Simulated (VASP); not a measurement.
# HfO2 (Fm-3m) in VASP: a series of runs, part 2 of 2

VASP 6.6.1.

## Step 4: Relaxation of cell and atoms, PBE, target pressure 2 GPa, at which the enthalpy is minimised

This run uses another cell than the first one, of 11.15 Å³/atom.

The input, INCAR:

```
PREC     = Accurate       # precision mode
ENCUT    = 600            # plane-wave cutoff, eV
EDIFF    = 1E-7           # SCF threshold, eV
ISMEAR   = 1              # smearing method
SIGMA    = 0.1            # smearing width, eV
LREAL    = F              # projectors in reciprocal space
LASPH    = T              # aspherical terms in the spheres
NELM     = 120            # most SCF steps
ALGO     = Normal         # electronic algorithm
ISIF     = 3              # what is computed and relaxed
LWAVE    = F              # write WAVECAR
LCHARG   = F              # write CHGCAR
GGA      = PE             # functional
IBRION   = 2              # ionic algorithm
NSW      = 80             # ionic steps
EDIFFG   = -0.01          # ionic threshold
PSTRESS  = 20.0         
GGA_COMPAT= F            
NELMIN   = 4
```

The input, KPOINTS:

```
Automatic mesh
0
Gamma
  8 8 8
```

The input, POSCAR:

```
HfO2
1.0
    0.0000000000      2.5575000000      2.5575000000
    2.5575000000      0.0000000000      2.5575000000
    2.5575000000      2.5575000000      0.0000000000
Hf O
1 2
Direct
    0.0000000000      0.0000000000      0.0000000000
    0.2500000000      0.2500000000      0.2500000000
    0.7500000000      0.7500000000      0.7500000000
```

On the command line:

```sh
> cat potpaw_PBE.64/Hf_pv/POTCAR potpaw_PBE.64/O/POTCAR > POTCAR
> mpirun -np 1 vasp_std > vasp.out
```

It took 30 s on 1 thread of Intel Xeon 6975P-C (Granite Rapids), shared host; peak memory 0.18 GiB.

The run converged. Its results:

| Quantity | Value |
| --- | --- |
| Free energy | -30.2546 eV |
| Relaxed volume | 10.78 Å³/atom |
| Relaxed cell | a = 3.577 Å, b = 3.577 Å, c = 3.577 Å, α = 60.00°, β = 60.00°, γ = 60.00° |
| Space group after relaxing (to 0.1 Å) | Fm-3m (No. 225) |
| Energy change on relaxing (the run minimises the enthalpy) | -5.3 meV/atom |
| Ionic steps | 3 |
| Pressure after relaxing | 1.9 GPa |
| Band gap on the k mesh | 3.82 eV |

Step by step:
```
step  energy change (eV)  largest force (eV/Å)  pressure (GPa)  volume (Å³)
   1              0.0000                0.0000           -6.24        33.46
   2              0.0727                0.0000           16.55        30.76
   3             -0.0159                0.0000            1.89        32.35
```

Final structure:
```yaml
crystal:
  lattice:
    - [0.00000, 2.52904, 2.52904]
    - [2.52904, 0.00000, 2.52904]
    - [2.52904, 2.52904, 0.00000]
  atoms:
    - { symbol: Hf, position: [0.00000, 0.00000, 0.00000] }
    - { symbol: O, position: [0.25000, 0.25000, 0.25000] }
    - { symbol: O, position: [0.75000, 0.75000, 0.75000] }
```

Levels at points of the mesh, in eV from the valence-band top:
| k point | band 7 | band 8 | band 9 | band 10 | band 11 | band 12 | band 13 | band 14 | band 15 |
| --- | --- | --- | --- | --- | --- | --- | --- | --- | --- |
| (0.00, 0.00, 0.00) | -5.39 | -5.39 | -0.61 | -0.61 | -0.61 | 3.90 | 3.90 | 5.90 | 10.51 |
| (0.50, 0.00, 0.00) | -4.34 | -3.05 | -2.74 | -1.84 | -1.84 | 4.64 | 4.64 | 7.05 | 9.09 |
| (0.50, 0.50, 0.00) | -3.48 | -3.48 | -1.54 | -1.54 | 0.00 | 3.82 | 5.54 | 6.70 | 8.23 |

Caveat: the cell is relaxed towards a set pressure, so the run minimises the enthalpy, not the energy; spin-orbit coupling is left out, which moves the levels of the heavy elements. Expect the measured gap to be larger: semilocal functionals such as PBE lack the derivative discontinuity.

## Step 5: Relaxation of cell and atoms, PBE, target pressure 4 GPa, at which the enthalpy is minimised

This run uses another cell than the first one, of 11.15 Å³/atom.

The input, INCAR:

```
SYSTEM = HfO2
ALGO = Normal
EDIFF = 1E-7
EDIFFG = -0.01
ENCUT = 600
GGA = PE
GGA_COMPAT = .False.
IBRION = 2
ISIF = 3
ISMEAR = 1
LASPH = .True.
LCHARG = .False.
LREAL = .False.
LWAVE = .False.
NELM = 120
NELMIN = 4
NSW = 80
PREC = Accurate
PSTRESS = 40.0
SIGMA = 0.1
```

The input, KPOINTS:

```
k-points
0
Gamma
  8 8 8
  0 0 0
```

POSCAR is that of step 4.

On the command line:

```sh
> cat potpaw_PBE.64/Hf_pv/POTCAR potpaw_PBE.64/O/POTCAR > POTCAR
> mpirun -np 1 vasp_std > vasp.out
```

Wall time 37 s (1 thread of Intel Xeon 6975P-C (Granite Rapids), shared host); peak memory 0.19 GiB.

The run converged. Its results:

- Free energy: -30.2498 eV
- Relaxed volume: 10.70 Å³/atom
- Relaxed cell: a = 3.567 Å, b = 3.567 Å, c = 3.567 Å, α = 60.00°, β = 60.00°, γ = 60.00°
- Space group after relaxing (to 0.1 Å): Fm-3m (No. 225)
- Energy change on relaxing (the run minimises the enthalpy): -3.7 meV/atom
- Ionic steps: 4
- Pressure after relaxing: 4.0 GPa
- Band gap on the k mesh: 3.84 eV

Step by step:
| step | energy change (eV) | largest force (eV/Å) | pressure (GPa) | volume (Å³) |
| --- | --- | --- | --- | --- |
| 1 | 0.0000 | 0.0000 | -6.24 | 33.46 |
| 2 | 0.1515 | 0.0000 | 23.51 | 30.12 |
| 3 | -0.0117 | 0.0000 | 3.81 | 32.12 |
| 4 | -0.0110 | 0.0000 | 4.03 | 32.09 |

Final structure:
```
Hf O
1.0
     0.00000    2.52222    2.52222
     2.52222    0.00000    2.52222
     2.52222    2.52222    0.00000
Hf O
1 2
Direct
  0.00000 0.00000 0.00000
  0.25000 0.25000 0.25000
  0.75000 0.75000 0.75000
```

Levels at points of the mesh, in eV from the valence-band top:
| k point | band 9 | band 10 | band 11 | band 12 | band 13 | band 14 |
| --- | --- | --- | --- | --- | --- | --- |
| (0.00, 0.00, 0.00) | -0.61 | -0.61 | -0.61 | 3.92 | 3.92 | 5.96 |
| (0.50, 0.00, 0.00) | -2.76 | -1.85 | -1.85 | 4.67 | 4.67 | 7.13 |
| (0.50, 0.50, 0.00) | -1.55 | -1.55 | 0.00 | 3.84 | 5.59 | 6.78 |

Caveat: the cell is relaxed towards a set pressure, so the run minimises the enthalpy, not the energy; spin-orbit coupling is left out, which moves the levels of the heavy elements. A k mesh can miss the band edges.

## Step 6: Relaxation of cell and atoms, PBE, target pressure 6 GPa, at which the enthalpy is minimised

This run uses another cell than the first one, of 11.15 Å³/atom.

The input, INCAR:

```
SYSTEM = HfO2
PREC = Accurate
ENCUT = 600
EDIFF = 1E-7
ISMEAR = 1
SIGMA = 0.1
LREAL = .False.
LASPH = .True.
NELM = 120
ALGO = Normal
ISIF = 3
LWAVE = .False.
LCHARG = .False.
GGA = PE
IBRION = 2
NSW = 80
EDIFFG = -0.01
PSTRESS = 60.0
GGA_COMPAT = .False.
NELMIN = 4
```

The input, KPOINTS:

```
Automatic mesh
0
Gamma
  8 8 8
  0 0 0
```

POSCAR is that of step 5.

Potentials or basis: VASP PAW PBE potentials, release 64 (Hf_pv, O).

On the command line:

```sh
> cat potpaw_PBE.64/Hf_pv/POTCAR potpaw_PBE.64/O/POTCAR > POTCAR
> mpirun -np 1 vasp_std > vasp.out
```

Run time: 39 s. Hardware: 1 thread of Intel Xeon 6975P-C (Granite Rapids), shared host; peak memory 0.18 GiB.

It converged, with:

| Property | Result |
| --- | --- |
| Free energy | -30.2426 eV |
| Relaxed volume | 10.62 Å³/atom |
| Relaxed cell | a = 3.558 Å, b = 3.558 Å, c = 3.558 Å, α = 60.00°, β = 60.00°, γ = 60.00° |
| Space group after relaxing (to 0.1 Å) | Fm-3m (No. 225) |
| Energy change on relaxing (the run minimises the enthalpy) | -1.3 meV/atom |
| Ionic steps | 4 |
| Pressure after relaxing | 6.0 GPa |
| Band gap on the k mesh | 3.86 eV |

Step by step:
| step | energy change (eV) | largest force (eV/Å) | pressure (GPa) | volume (Å³) |
| --- | --- | --- | --- | --- |
| 1 | 0.0000 | 0.0000 | -6.24 | 33.46 |
| 2 | 0.2577 | 0.0000 | 31.13 | 29.50 |
| 3 | -0.0051 | 0.0000 | 5.69 | 31.89 |
| 4 | -0.0039 | 0.0000 | 5.99 | 31.86 |

Final structure:
```
Hf O
1.0
     0.00000    2.51621    2.51621
     2.51621    0.00000    2.51621
     2.51621    2.51621    0.00000
Hf O
1 2
Direct
  0.00000 0.00000 0.00000
  0.25000 0.25000 0.25000
  0.75000 0.75000 0.75000
```

Levels at points of the mesh, in eV from the valence-band top:
```tsv
k point	band 9	band 10	band 11	band 12	band 13	band 14
(0.00, 0.00, 0.00)	-0.62	-0.62	-0.62	3.94	3.94	6.02
(0.50, 0.00, 0.00)	-2.78	-1.86	-1.86	4.69	4.69	7.20
(0.50, 0.50, 0.00)	-1.56	-1.56	0.00	3.86	5.63	6.84
```

Caveat: the cell is relaxed towards a set pressure, so the run minimises the enthalpy, not the energy; spin-orbit coupling is left out, which moves the levels of the heavy elements.

## Step 7: Relaxation of cell and atoms, PBE, target pressure 8 GPa, at which the enthalpy is minimised

This run uses another cell than the first one, of 11.15 Å³/atom.

The input, INCAR:

```
SYSTEM = HfO2
ALGO = Normal
EDIFF = 1E-7
EDIFFG = -0.01
ENCUT = 600
GGA = PE
GGA_COMPAT = .FALSE.
IBRION = 2
ISIF = 3
ISMEAR = 1
LASPH = .TRUE.
LCHARG = .FALSE.
LREAL = .FALSE.
LWAVE = .FALSE.
NELM = 120
NELMIN = 4
NSW = 80
PREC = Accurate
PSTRESS = 80.0
SIGMA = 0.1
```

The input, KPOINTS:

```
k-points
0
G
  8 8 8
  0 0 0
```

POSCAR is that of step 6.

On the command line:

```sh
> cat potpaw_PBE.64/Hf_pv/POTCAR potpaw_PBE.64/O/POTCAR > POTCAR
> mpirun -np 1 vasp_std > vasp.out
```

It took 44 s on 1 thread of Intel Xeon 6975P-C (Granite Rapids), shared host; peak memory 0.18 GiB.

The run converged. Its results:

| Item | Value |
| --- | --- |
| Free energy | -30.2330 eV |
| Relaxed volume | 10.55 Å³/atom |
| Relaxed cell | a = 3.550 Å, b = 3.550 Å, c = 3.550 Å, α = 60.00°, β = 60.00°, γ = 60.00° |
| Space group after relaxing (to 0.1 Å) | Fm-3m (No. 225) |
| Energy change on relaxing (the run minimises the enthalpy) | +1.9 meV/atom |
| Ionic steps | 4 |
| Pressure after relaxing | 8.0 GPa |
| Band gap on the k mesh | 3.88 eV |

The path:
| step | energy change (eV) | largest force (eV/Å) | pressure (GPa) | volume (Å³) |
| --- | --- | --- | --- | --- |
| 1 | 0.0000 | 0.0000 | -6.24 | 33.46 |
| 2 | 0.3930 | 0.0000 | 39.47 | 28.88 |
| 3 | 0.0037 | 0.0000 | 7.59 | 31.68 |
| 4 | 0.0057 | 0.0000 | 7.95 | 31.64 |

Final structure:
```
Hf O
1.0
     0.00000    2.51037    2.51037
     2.51037    0.00000    2.51037
     2.51037    2.51037    0.00000
Hf O
1 2
Cartesian
  5.0207 5.0207 5.0207
  1.2552 1.2552 1.2552
  3.7656 3.7656 3.7656
```

Levels at points of the mesh, in eV from the valence-band top:
| k point | band 7 | band 8 | band 9 | band 10 | band 11 | band 12 | band 13 | band 14 | band 15 |
| --- | --- | --- | --- | --- | --- | --- | --- | --- | --- |
| (0.00, 0.00, 0.00) | -5.52 | -5.52 | -0.62 | -0.62 | -0.62 | 3.95 | 3.95 | 6.07 | 10.80 |
| (0.50, 0.00, 0.00) | -4.46 | -3.09 | -2.79 | -1.86 | -1.86 | 4.72 | 4.72 | 7.27 | 9.16 |
| (0.50, 0.50, 0.00) | -3.53 | -3.53 | -1.58 | -1.58 | 0.00 | 3.88 | 5.66 | 6.91 | 8.43 |

Caveat: the cell is relaxed towards a set pressure, so the run minimises the enthalpy, not the energy; spin-orbit coupling is left out, which moves the levels of the heavy elements.

## Step 8: The runs side by side

| task | cell | gap on the mesh (eV) | pressure (GPa) |
| --- | --- | --- | --- |
| single point | a = 3.595 Å, angles 60.0°, 3 atoms | 3.78 | -1.9 |
| relaxation of cell and atoms | relaxed from a = 3.617 Å, angles 60.0°, 3 atoms | 3.80 | -0.1 |
| relaxation of cell and atoms | relaxed to 2 GPa from a = 3.617 Å, angles 60.0°, 3 atoms | 3.82 | 1.9 |
| relaxation of cell and atoms | relaxed to 4 GPa from a = 3.617 Å, angles 60.0°, 3 atoms | 3.84 | 4.0 |
| relaxation of cell and atoms | relaxed to 6 GPa from a = 3.617 Å, angles 60.0°, 3 atoms | 3.86 | 6.0 |
| relaxation of cell and atoms | relaxed to 8 GPa from a = 3.617 Å, angles 60.0°, 3 atoms | 3.88 | 8.0 |

Alike in all rows: level PBE; potentials or basis VASP PAW PBE potentials, release 64 (Hf_pv, O); no spin polarisation; k mesh 8 × 8 × 8; cutoff (eV) 600; smearing methfessel-paxton 0.1 eV.

Caveats: spin-orbit coupling is left out, which moves the levels of the heavy elements; the cell is relaxed towards a set pressure, so the run minimises the enthalpy, not the energy (at least some runs).

Absolute energies hang on the potentials; compare differences alone.
